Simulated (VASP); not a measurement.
A run of VASP 6.6.1:

The input INCAR:

```
SYSTEM = ZnS
ALGO     = Normal         ! electronic algorithm
EDIFF    = 1E-6           ! SCF threshold, eV
ENCUT    = 520            ! plane-wave cutoff, eV
GGA      = PS             ! functional
ISIF     = 2              ! what is computed and relaxed
ISMEAR   = -1             ! smearing method
LASPH    = .True.         ! aspherical terms in the spheres
LCHARG   = .False.        ! write CHGCAR
LREAL    = .False.        ! projectors in reciprocal space
LWAVE    = .False.        ! write WAVECAR
NBANDS   = 16             ! bands
NELM     = 60             ! most SCF steps
PREC     = Accurate       ! precision mode
SIGMA    = 0.01           ! smearing width, eV
```

KPOINTS

```
k-points
0
Gamma
  8 8 8
  0 0 0
```

Contents of POSCAR:

```
ZnS
1.0
   -0.0540930000      2.6776035000      2.6776035000
    2.6776035000     -0.0540930000      2.6776035000
    2.6776035000      2.6776035000     -0.0540930000
Zn S
1 1
Direct
    0.0000000000      0.0000000000      0.0000000000
    0.7500000000      0.7500000000      0.7500000000
```

Potentials or basis: VASP PAW PBE potentials, release 64 (Zn, S).

Command:

```sh
$ cat potpaw_PBE.64/Zn/POTCAR potpaw_PBE.64/S/POTCAR > POTCAR
$ mpirun -np 1 vasp_std > vasp.out
```

Hardware: 1 thread of Intel(R) Xeon(R) 6975P-C (Granite Rapids), on a shared host.

Question: How long does it take, and how much memory?

Answer: It took 17 s on 1 thread of Intel(R) Xeon(R) 6975P-C (Granite Rapids), on a shared host, peak memory 0.18 GiB. Counts: scf iterations 12, k points 65.
